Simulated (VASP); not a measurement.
# WS2 in VASP: a series of runs, part 2 of 2

VASP 6.6.1. Earlier steps stand in the parts before.

## Step 3: Single point, PBEsol (atom 1 (W) moved -0.033 Å towards its neighbour atom 4 (S) at 2.399 Å)

INCAR reads:

```
SYSTEM = WS2
PREC = Accurate ; ENCUT = 520
EDIFF = 1E-6 ; ISMEAR = 0
SIGMA = 0.05 ; LREAL = .False.
LASPH = .True. ; NELM = 60
ALGO = Normal ; ISIF = 2
LWAVE = .False. ; LCHARG = .False.
GGA = PS ; NBANDS = 35
```

KPOINTS reads:

```
regular mesh
0
Gamma
  12 12 2
  0 0 0
```

POSCAR reads:

```
WS2
1.0
    3.1458813836      0.0000000000      0.0000000000
   -1.5729406918      2.7244131955      0.0000000000
    0.0000000000      0.0000000000     23.5674572586
W S
2 4
Direct
    0.3425857080      0.6712928540      0.6354991502
    0.6666666667      0.3333333333      0.3654241421
    0.3333333333      0.6666666667      0.2989469828
    0.6666666667      0.3333333333      0.5680493466
    0.3333333333      0.6666666667      0.4319506534
    0.6666666667      0.3333333333      0.7010530172
```

Potentials or basis: VASP PAW PBE potentials, release 64 (W_sv, S).

Command:

```sh
$ cat potpaw_PBE.64/W_sv/POTCAR potpaw_PBE.64/S/POTCAR > POTCAR
$ mpirun -np 1 vasp_std > vasp.out
```

OUTCAR:

```text
SYSTEM = WS2
   PREC = Accurate
   ENCUT = 520
   EDIFF = 1E-6
   ISMEAR = 0
   LREAL = .False.
   LASPH = .True.
   NELM = 60
   ISIF = 2
   GGA = PS

 ion  position               nearest neighbor table
   1  0.343  0.671  0.635-   6 2.37   6 2.37   6 2.40   4 2.40   4 2.40   4 2.43
   2  0.667  0.333  0.365-   3 2.40   3 2.40   3 2.40   5 2.40   5 2.40   5 2.40
   3  0.333  0.667  0.299-   2 2.40   2 2.40   2 2.40
   4  0.667  0.333  0.568-   1 2.40   1 2.40   1 2.43
   5  0.333  0.667  0.432-   2 2.40   2 2.40   2 2.40
   6  0.667  0.333  0.701-   1 2.37   1 2.37   1 2.40

  LATTYP: Found a hexagonal cell.
 ALAT       =     3.1458813836
 C/A-ratio  =     7.4915276150

  Lattice vectors:

 A1 = (   3.1458813836,   0.0000000000,   0.0000000000)
 A2 = (  -1.5729406918,   2.7244131955,   0.0000000000)
 A3 = (   0.0000000000,   0.0000000000,  23.5674572586)

Analysis of symmetry for initial positions (statically):
=====================================================================
 Subroutine PRICEL returns:
 Original cell was already a primitive cell.

 Routine SETGRP: Setting up the symmetry group for a
[... 180 lines left out ...]
 fundamental gap:      1.5437777306
 Fermi energy:         1.4348130587

 k-point     1 :       0.0000    0.0000    0.0000
  band No.  band energies     occupation
      1     -73.0675      2.00000
      2     -73.0527      2.00000
      3     -37.3457      2.00000
      4     -37.3319      2.00000
      5     -37.1513      2.00000
      6     -37.1513      2.00000
[... 901 lines left out ...]
     34       5.6815      0.00000
     35       7.1493      0.00000

 [... further k-points ...]

------------------------ aborting loop because EDIFF is reached ----------------------------------------

  FORCE on cell =-STRESS in cart. coord.  units (eV):
  Direction    XX          YY          ZZ          XY          YZ          ZX
  --------------------------------------------------------------------------------------
  -------------------------------------------------------------------------------------
  Total        0.0124344      0.1998925      0.1174545     -0.1623435      0.0139005      0.0240764
  in kB        0.0986294      1.5855468      0.9316486     -1.2877083      0.1102590      0.1909739
  external PRESSURE =       0.8719416 kB  Pullay stress =       0.0000000 kB

 VOLUME and BASIS-vectors are now :
 -----------------------------------------------------------------------------
  energy-cutoff  :      520.00
  volume of cell :      201.99
      direct lattice vectors                 reciprocal lattice vectors
     3.145881384  0.000000000  0.000000000     0.317875939  0.183525759  0.000000000
    -1.572940692  2.724413195  0.000000000     0.000000000  0.367051518  0.000000000
     0.000000000  0.000000000 23.567457259     0.000000000  0.000000000  0.042431391

 POSITION                                       TOTAL-FORCE (eV/Angst)
 -----------------------------------------------------------------------------------
      0.02183      1.82888     14.97710        -0.478396     -0.276202     -0.727057
      1.57294      0.90814      8.61212         0.000278      0.000161     -0.000283
     -0.00000      1.81628      7.04542        -0.000082     -0.000047     -0.020955
      1.57294      0.90814     13.38748         0.226351      0.130684      0.324123
     -0.00000      1.81628     10.17998         0.000579      0.000334      0.021123
      1.57294      0.90814     16.52204         0.251270      0.145071      0.403048
 -----------------------------------------------------------------------------------
    total drift:                                0.000158      0.000091      0.000027

  FREE ENERGIE OF THE ION-ELECTRON SYSTEM (eV)
  ---------------------------------------------------
  free  energy   TOTEN  =       -50.5096214909 eV

  energy  without entropy=      -50.5096214909  energy(sigma->0) =      -50.50962149
```

OSZICAR:

```text
N       E                     dE             d eps       ncg     rms          rms(c)
DAV:   1     0.480460950333E+03    0.48046E+03   -0.27858E+04  7084   0.133E+03
DAV:   2    -0.195322005060E+02   -0.49999E+03   -0.48475E+03  7538   0.346E+02
DAV:   3    -0.520512766373E+02   -0.32519E+02   -0.32104E+02  7610   0.856E+01
[... 16 lines left out ...]
DAV:  20    -0.505096031124E+02   -0.28214E-04   -0.10439E-06  5126   0.259E-03    0.506E-03
DAV:  21    -0.505096139080E+02   -0.10796E-04   -0.49970E-07  5112   0.173E-03    0.234E-03
DAV:  22    -0.505096203123E+02   -0.64043E-05   -0.41888E-07  4969   0.142E-03    0.119E-03
DAV:  23    -0.505096213336E+02   -0.10213E-05   -0.41621E-08  3990   0.678E-04    0.731E-04
DAV:  24    -0.505096214909E+02   -0.15732E-06   -0.10005E-08  3721   0.291E-04
   1 F= -.50509621E+02 E0= -.50509621E+02  d E =-.983164E-23
```

stdout:

```text
POSCAR found type information on POSCAR W S
 POSCAR found :  2 types and       6 ions
 scaLAPACK will be used
 -----------------------------------------------------------------------------
|                                                                             |
|                                                                             |
|     You enforced a specific xc type in the INCAR file but a different       |
|     I HOPE YOU KNOW WHAT YOU ARE DOING!                                     |
|                                                                             |
 -----------------------------------------------------------------------------

 LDA part: xc-table for (Slater+PW92), standard interpolation
 POSCAR, INCAR and KPOINTS ok, starting setup
 FFT: planning ... GRIDC
 FFT: planning ... GRID_SOFT
 FFT: planning ... GRID
 WAVECAR not read
 entering main loop
```

Wall time 15 min (1 thread of Intel Xeon Platinum 8488C (Sapphire Rapids), shared host); peak memory 0.63 GiB.

Results:

| Quantity | Value |
| --- | --- |
| Free energy | -50.5096 eV |
| Largest force | 0.913 eV/Å |
| Band gap on the k mesh | 1.54 eV (least direct gap 1.90 eV) |

Forces in eV/Å, atoms in the order of the input:
```
W   -0.478 -0.276 -0.727
W    0.000  0.000  0.000
S    0.000  0.000 -0.021
S    0.226  0.131  0.324
S    0.001  0.000  0.021
S    0.251  0.145  0.403
```

Caveat: the cell differs from its parent crystal (atom 1 (W) moved -0.033 Å towards its neighbour atom 4 (S) at 2.399 Å); there is no dipole correction, which matters where the two faces differ; the PAW data sets were made with another functional, which shifts forces and pressure a little; spin-orbit coupling is left out, which moves the levels of the heavy elements.
